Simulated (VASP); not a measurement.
# BaTe (P4/mmm) in VASP: a series of runs

Runs on BaTe. Level: PBE. Tasks: single point.

Program: VASP 6.6.1. These are calculated values, not measurements. Logs are shortened: lines on timing, memory, paths and dates and some standing lists are left out, and cuts for length are marked.

### 1 The cell of the first run

The structure is tetragonal, space group P4/mmm (No. 123). The conventional cell has a = 4.049 Å, b = 4.049 Å, c = 4.369 Å, α = 90.00°, β = 90.00°, γ = 90.00°. Ba (site symmetry 4/mmm) has 8 Te at 3.60 Å and 6 Ba at 4.05 to 4.37 Å within 4.7 Å. Te (site symmetry 4/mmm) has 8 Ba at 3.60 Å and 6 Te at 4.05 to 4.37 Å within 4.7 Å.

### 2 Single point, PBE (strain -0.050 along x and y, +0.025 along z)

INCAR reads:

```
SYSTEM = BaTe
PREC = Accurate ; ENCUT = 520
EDIFF = 1E-6 ; ISMEAR = 0
SIGMA = 0.05 ; LREAL = .False.
LASPH = .True. ; NELM = 80
ALGO = Normal ; ISIF = 2
LWAVE = .False. ; LCHARG = .True.
GGA = PE ; LELF = .True.
LVHAR = .True. ; NBANDS = 15
```

KPOINTS reads:

```
Automatic mesh
0
Gamma
  6 6 6
  0 0 0
```

POSCAR reads:

```
BaTe
1.0
    4.0493427000      0.0000000000      0.0000000000
    0.0000000000      4.0493427000      0.0000000000
    0.0000000000      0.0000000000      4.3690276500
Ba Te
1 1
Direct
    0.0000000000      0.0000000000      0.0000000000
    0.5000000000      0.5000000000      0.5000000000
```

Potentials or basis: VASP PAW PBE potentials, release 64 (Ba_sv, Te).

Launch:

```
cat potpaw_PBE.64/Ba_sv/POTCAR potpaw_PBE.64/Te/POTCAR > POTCAR
mpirun -np 1 vasp_std > vasp.out
```

OUTCAR:

```text
SYSTEM = BaTe
   PREC = Accurate
   ENCUT = 520
   EDIFF = 1E-6
   ISMEAR = 0
   LREAL = .False.
   LASPH = .True.
   NELM = 80
   ISIF = 2
   GGA = PE

 ion  position               nearest neighbor table
   1  0.000  0.000  0.000-   2 3.60   2 3.60   2 3.60   2 3.60   2 3.60   2 3.60   2 3.60   2 3.60

   2  0.500  0.500  0.500-   1 3.60   1 3.60   1 3.60   1 3.60   1 3.60   1 3.60   1 3.60   1 3.60

  LATTYP: Found a simple tetragonal cell.
 ALAT       =     4.0493427000
 C/A-ratio  =     1.0789473684

  Lattice vectors:

 A1 = (   4.0493427000,   0.0000000000,   0.0000000000)
 A2 = (   0.0000000000,   4.0493427000,   0.0000000000)
 A3 = (   0.0000000000,   0.0000000000,   4.3690276500)

Analysis of symmetry for initial positions (statically):
=====================================================================
 Subroutine PRICEL returns:
 Original cell was already a primitive cell.

 Routine SETGRP: Setting up the symmetry group for a
 simple tetragonal supercell.

 Subroutine GETGRP returns: Found 16 space group operations
 (whereof 16 operations were pure point group operations)
 out of a pool of 16 trial point group operations.

The static configuration has the point symmetry D_4h.

Analysis of symmetry for dynamics (positions and initial velocities):
=====================================================================
 Subroutine PRICEL returns:
 Original cell was already a primitive cell.

 Routine SETGRP: Setting up the symmetry group for a
 simple tetragonal supercell.

 Subroutine GETGRP returns: Found 16 space group operations
 (whereof 16 operations were pure point group operations)
 out of a pool of 16 trial point group operations.

The dynamic configuration has the point symmetry D_4h.

 Subroutine INISYM returns: Found 16 space group operations
 (whereof 16 operations are pure point group operations),
 and found     1 'primitive' translations

----------------------------------------------------------------------------------------

                                     Primitive cell

  volume of cell :      71.6397

  direct lattice vectors                    reciprocal lattice vectors
     4.049342700  0.000000000  0.000000000     0.246953660  0.000000000  0.000000000
     0.000000000  4.049342700  0.000000000     0.000000000  0.246953660  0.000000000
     0.000000000  0.000000000  4.369027650     0.000000000  0.000000000  0.228883880

  length of vectors
     4.049342700  4.049342700  4.369027650     0.246953660  0.246953660  0.228883880

  position of ions in fractional coordinates (direct lattice)
     0.000000000  0.000000000  0.000000000
     0.500000000  0.500000000  0.500000000

  ion indices of the primitive-cell ions
   primitive index   ion index
                 1           1
                 2           2

----------------------------------------------------------------------------------------

 KPOINTS: Automatic mesh

Automatic generation of k-mesh.
 Grid dimensions read from file:
 generate k-points for:    6    6    6

 Generating k-lattice:

  Cartesian coordinates                     Fractional coordinates (reciprocal lattice)
     0.041158943  0.000000000  0.000000000     0.166666667  0.000000000  0.000000000
     0.000000000  0.041158943  0.000000000     0.000000000  0.166666667  0.000000000
     0.000000000  0.000000000  0.038147313     0.000000000  0.000000000  0.166666667

  Length of vectors
     0.041158943  0.041158943  0.038147313

  Shift w.r.t. Gamma in fractional coordinates (k-lattice)
     0.000000000  0.000000000  0.000000000

 Subroutine IBZKPT returns following result:
 ===========================================

 Found     40 irreducible k-points:

 Following reciprocal coordinates:
            Coordinates               Weight
  0.000000  0.000000  0.000000      1.000000
  0.166667  0.000000  0.000000      4.000000
  0.333333  0.000000  0.000000      4.000000
  0.500000  0.000000  0.000000      2.000000
  0.166667  0.166667  0.000000      4.000000
  0.333333  0.166667  0.000000      8.000000
[... 16 lines left out ...]
  0.333333  0.000000  0.333333      8.000000
  0.500000  0.000000  0.333333      4.000000
 [... further k-points ...]
   k-points           NKPTS =     40   k-points in BZ     NKDIM =     40   number of bands    NBANDS=     15
   number of dos      NEDOS =    301   number of ions     NIONS =      2
   total plane-waves  NPLWV =  28800
   dimension x,y,z NGX =    30 NGY =   30 NGZ =   32
   dimension x,y,z NGXF=    60 NGYF=   60 NGZF=   64
   ions per type =               1   1
   NGX,Y,Z   is equivalent  to a cutoff of  12.32, 12.32, 12.18 a.u.
   NGXF,Y,Z  is equivalent  to a cutoff of  24.63, 24.63, 24.35 a.u.
 SYSTEM =  BaTe
   PREC   = accura    normal or accurate (medium, high low for compatibility)
   ISTART =      0    job   : 0-new  1-cont  2-samecut
   ICHARG =      2    charge: 1-file 2-atom 10-const
   ISPIN  =      1    spin polarized calculation?
   LNONCOLLINEAR =      F non collinear calculations
   LSORBIT =      F    spin-orbit coupling
   LASPH  =      T    aspherical Exc in radial PAW
   ENCUT  =  520.0 eV  38.22 Ry    6.18 a.u.   7.53  7.53  8.12*2*pi/ulx,y,z
   NELM   =     80;   NELMIN=  2; NELMDL= -5     # of ELM steps
   EDIFF  = 0.1E-05   stopping-criterion for ELM
   LREAL  =      F    real-space projection
   EDIFFG = 0.1E-04   stopping-criterion for IOM
   NSW    =      0    number of steps for IOM
   IBRION =     -1    ionic relax: 0-MD 1-quasi-New 2-CG
   NFREE  =      0    steps in history (QN), initial steepest desc. (CG)
   ISIF   =      2    stress and relaxation
   ISYM   =      2    0-nonsym 1-usesym 2-fastsym
   POTIM  = 0.5000    time-step for ionic-motion
   TEBEG  =    0.0;   TEEND  =   0.0 temperature during run
   PSTRESS=    0.0 pullay stress
   NELECT =      16.0000    total number of electrons
   NUPDOWN=      -1.0000    fix difference up-down
   EMIN   =  10.00;   EMAX   =-10.00  energy-range for DOS
   EFERMI =   0.00;   METHOD = LEGACY
   ISMEAR =     0;   SIGMA  =   0.05  broadening in eV -4-tet -1-fermi 0-gaus
   EFERMI_NEDOS =   21; number of points for ismear=-14 and -15
   IALGO  =     38    algorithm
   IMIX   =      4    mixing-type and parameters
     AMIX     =   0.40;   BMIX     =  1.00
     AMIX_MAG =   1.60;   BMIX_MAG =  1.00
  volume/ion in A,a.u.               =      35.82       241.72
  Fermi-wavevector in a.u.,A,eV,Ry     =   0.993261  1.876992 13.423074  0.986568
  Thomas-Fermi vector in A             =   2.125131
   LORBIT       =      0    0 simple, 1 ext, 2 COOP (PROOUT), +10 PAW based schemes
   GGA     = PE    functional components
   LHFCALC =     F    Hartree Fock is set to
   AEXX    =    0.0000 exact exchange contribution
   IVDW    =     0    specifies the selected vdW correction
   LEPSILON=     F    determine dielectric tensor
   LRPA    =     F    only Hartree local field effects (RPA)
 non-spin polarized calculation
 Gauss-broadening in eV      SIGMA  =   0.05
  energy-cutoff  :      520.00
  volume of cell :       71.64
 maximum number of plane-waves:      1964
   NGX = 15   NGY = 15   NGZ = 17

 number of electron      16.0000000 magnetization

 Free energy of the ion-electron system (eV)
  ---------------------------------------------------
  ext. energy  EPLUGINS =         0.00000000
  ---------------------------------------------------
  free energy    TOTEN  =        -8.17081301 eV

  energy without entropy =       -8.17081074  energy(sigma->0) =       -8.17081188

 E-fermi :   4.7914     XC(G=0):  -9.1113

 val. band max:        4.6751037411   @ k =   0.5000   0.0000   0.5000
 cond. band min:       4.9006776753   @ k =   0.0000   0.0000   0.0000
 fundamental gap:      0.2255739342
 Fermi energy:         4.7914316631

 k-point     1 :       0.0000    0.0000    0.0000
  band No.  band energies     occupation
      1     -23.6223      2.00000
      2      -8.6901      2.00000
      3      -8.6084      2.00000
      4      -8.6084      2.00000
      5      -6.2027      2.00000
      6       3.6356      2.00000
      7       4.3025      2.00000
      8       4.3025      2.00000
      9       4.9007      0.00200
     10       5.0428      0.00000
     11       7.2994      0.00000
     12       8.9696      0.00000
     13       8.9696      0.00000
     14       9.4935      0.00000
     15      12.6760      0.00000

 k-point     2 :       0.1667    0.0000    0.0000
  band No.  band energies     occupation
      1     -23.6102      2.00000
      2      -8.8530      2.00000
      3      -8.6672      2.00000
      4      -8.5895      2.00000
      5      -5.9444      2.00000
      6       2.9126      2.00000
      7       3.4580      2.00000
      8       4.1846      2.00000
      9       5.1248      0.00000
     10       5.9997      0.00000
     11       8.4024      0.00000
     12       9.0624      0.00000
     13       9.0832      0.00000
     14       9.4520      0.00000
     15      11.6783      0.00000

 k-point     3 :       0.3333    0.0000    0.0000
  band No.  band energies     occupation
      1     -23.5856      2.00000
      2      -9.2586      2.00000
      3      -8.6208      2.00000
      4      -8.5511      2.00000
      5      -5.4604      2.00000
      6       1.3850      2.00000
      7       3.1123      2.00000
      8       3.9365      2.00000
      9       5.6045      0.00000
     10       7.8666      0.00000
     11       9.3425      0.00000
     12       9.5491      0.00000
     13       9.6558      0.00000
     14       9.7587      0.00000
     15       9.9832      0.00000

 k-point     4 :       0.5000    0.0000    0.0000
  band No.  band energies     occupation
      1     -23.5733      2.00000
      2      -9.4353      2.00000
      3      -8.5972      2.00000
      4      -8.5317      2.00000
      5      -5.2113      2.00000
      6       0.7634      2.00000
      7       2.9450      2.00000
      8       3.8087      2.00000
      9       5.9379      0.00000
     10       8.9956      0.00000
     11       9.4940      0.00000
     12       9.9404      0.00000
     13       9.9693      0.00000
     14       9.9853      0.00000
     15      10.2043      0.00000
[... 307 lines left out ...]
 k-point    22 :       0.1667    0.0000    0.3333
  band No.  band energies     occupation
      1     -23.5947      2.00000
      2      -9.1024      2.00000
      3      -8.7545      2.00000
      4      -8.5595      2.00000
      5      -5.4948      2.00000
      6       1.4873      2.00000
      7       3.1561      2.00000
      8       3.9379      2.00000
      9       5.8800      0.00000
     10       7.8175      0.00000
     11       8.2895      0.00000
     12       8.6186      0.00000
     13      10.0997      0.00000
     14      10.8888      0.00000
     15      11.1906      0.00000

 k-point    23 :       0.3333    0.0000    0.3333
  band No.  band energies     occupation
      1     -23.5710      2.00000
      2      -9.1207      2.00000
      3      -8.9302      2.00000
      4      -8.5275      2.00000
      5      -5.4912      2.00000
      6       1.8039      2.00000
      7       2.4726      2.00000
      8       4.2271      2.00000
      9       5.9168      0.00000
     10       7.7465      0.00000
     11       7.8525      0.00000
     12       8.9325      0.00000
     13       8.9922      0.00000
     14      10.3834      0.00000
     15      12.2886      0.00000

 k-point    24 :       0.5000    0.0000    0.3333
  band No.  band energies     occupation
      1     -23.5590      2.00000
      2      -9.2633      2.00000
      3      -8.8664      2.00000
      4      -8.5113      2.00000
      5      -5.5035      2.00000
      6       1.7120      2.00000
      7       2.5013      2.00000
      8       4.3838      2.00000
      9       5.6658      0.00000
     10       7.6637      0.00000
     11       7.9918      0.00000
     12       8.0304      0.00000
     13       9.4689      0.00000
     14      11.6121      0.00000
     15      11.7695      0.00000

 [... further k-points ...]
[... 5 lines left out ...]
  --------------------------------------------------------------------------------------
  -------------------------------------------------------------------------------------
  Total        2.2024324      2.2024324     -0.3801389      0.0000000      0.0000000      0.0000000
  in kB       49.2560191     49.2560191     -8.5015674      0.0000000      0.0000000      0.0000000
  external PRESSURE =      30.0034903 kB  Pullay stress =       0.0000000 kB

 VOLUME and BASIS-vectors are now :
 -----------------------------------------------------------------------------
  energy-cutoff  :      520.00
  volume of cell :       71.64
      direct lattice vectors                 reciprocal lattice vectors
     4.049342700  0.000000000  0.000000000     0.246953660  0.000000000  0.000000000
     0.000000000  4.049342700  0.000000000     0.000000000  0.246953660  0.000000000
     0.000000000  0.000000000  4.369027650     0.000000000  0.000000000  0.228883880

 POSITION                                       TOTAL-FORCE (eV/Angst)
 -----------------------------------------------------------------------------------
      0.00000      0.00000      0.00000         0.000000      0.000000      0.000000
      2.02467      2.02467      2.18451         0.000000      0.000000      0.000000
 -----------------------------------------------------------------------------------
    total drift:                                0.000000     -0.000000     -0.000000

  FREE ENERGIE OF THE ION-ELECTRON SYSTEM (eV)
  ---------------------------------------------------
  free  energy   TOTEN  =        -8.1708130118 eV

  energy  without entropy=       -8.1708107440  energy(sigma->0) =       -8.17081188
```

It took 14 s on 1 thread of Intel Xeon 6975P-C (Granite Rapids), shared host; peak memory 0.2 GiB.

Results:

```
Free energy            : -8.1708 eV
Pressure               : 3.0 GPa
Band gap on the k mesh : 0.23 eV, indirect (least direct gap 0.56 eV)
```

Levels at points of the mesh, in eV from the valence-band top:
```csv
k point,band 5,band 6,band 7,band 8,band 9,band 10,band 11,band 12
"(0.00, 0.00, 0.00)",-10.88,-1.04,-0.37,-0.37,0.23,0.37,2.62,4.29
"(0.50, 0.00, 0.00)",-9.89,-3.91,-1.73,-0.87,1.26,4.32,4.82,5.27
"(0.50, 0.50, 0.00)",-10.10,-2.42,-2.42,-0.60,0.85,1.77,2.20,2.20
"(0.00, 0.00, 0.50)",-9.96,-3.92,-1.01,-1.01,1.02,4.28,4.64,5.08
"(0.50, 0.00, 0.50)",-10.28,-2.54,-2.27,0.00,0.56,2.62,2.71,3.06
"(0.50, 0.50, 0.50)",-9.75,-3.47,-3.47,-3.44,4.50,4.90,4.90,6.10
```

Caveat: the cell differs from its parent crystal (strain -0.050 along x and y, +0.025 along z); spin-orbit coupling is left out, which moves the levels of the heavy elements.

(Continued in part 2 of 2.)
